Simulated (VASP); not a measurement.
Wanted: the native input for a VASP 6.6.1 run.

```
Task                   : single point
Functional             : r2SCAN
Potentials or basis    : VASP PAW PBE potentials, release 64 (Sb)
Cutoff                 : 520 eV
k mesh                 : 16 × 16 × 16
Occupations            : gaussian, width 0.1 eV
Spin                   : no spin polarisation
Dipole correction      : no
Further INCAR settings : ALGO = Normal; EDIFF = 1e-06; NBANDS = 8
```

The system is Sb.

```
Sb
1.0
    -1.88946    1.88946    1.88946
     1.88946   -1.88946    1.88946
     1.88946    1.88946   -1.88946
Sb
1
Direct
  0.00000 0.00000 0.00000
```

These files were run (other wordings do the same):

POSCAR

```
Sb
1.0
   -1.8894630377      1.8894630377      1.8894630377
    1.8894630377     -1.8894630377      1.8894630377
    1.8894630377      1.8894630377     -1.8894630377
Sb
1
Direct
    0.0000000000      0.0000000000      0.0000000000
```

INCAR.step1

```
PREC     = Accurate       # precision mode
ENCUT    = 520            # plane-wave cutoff, eV
ISMEAR   = 0              # smearing method
SIGMA    = 0.1            # smearing width, eV
LREAL    = False          # projectors in reciprocal space
LASPH    = True           # aspherical terms in the spheres
NELM     = 80             # most SCF steps
NBANDS   = 8              # bands
GGA      = PE             # functional
ALGO     = Normal         # electronic algorithm
EDIFF    = 1E-4           # SCF threshold, eV
LWAVE    = True           # write WAVECAR
LCHARG   = False          # write CHGCAR
```

INCAR.step2

```
PREC     = Accurate       # precision mode
ENCUT    = 520            # plane-wave cutoff, eV
EDIFF    = 1E-6           # SCF threshold, eV
ISMEAR   = 0              # smearing method
SIGMA    = 0.1            # smearing width, eV
LREAL    = False          # projectors in reciprocal space
LASPH    = True           # aspherical terms in the spheres
NELM     = 80             # most SCF steps
ALGO     = Normal         # electronic algorithm
ISIF     = 2              # what is computed and relaxed
LWAVE    = False          # write WAVECAR
LCHARG   = True           # write CHGCAR
METAGGA  = R2SCAN         # meta-GGA
LMIXTAU  = True         
LELF     = True           # ELF
LVHAR    = True         
NBANDS   = 8              # bands
ISTART   = 1
```

KPOINTS

```
regular mesh
0
Gamma
  16 16 16
```

Potentials or basis: VASP PAW PBE potentials, release 64 (Sb).

Run with:

```bash
$ cat potpaw_PBE.64/Sb/POTCAR > POTCAR
$ cp INCAR.step1 INCAR
$ mpirun -np 1 vasp_std > vasp.out
$ cp INCAR.step2 INCAR
$ mpirun -np 1 vasp_std > vasp.out
```

It gave:

```json
{"Pressure": "-0.1 GPa"}
```

Caveat: the PAW data sets were made with another functional, which shifts forces and pressure a little.

Run time: 46 s on 1 thread of Intel(R) Xeon(R) Platinum 8559C (Emerald Rapids), on a shared host, peak memory 0.16 GiB.
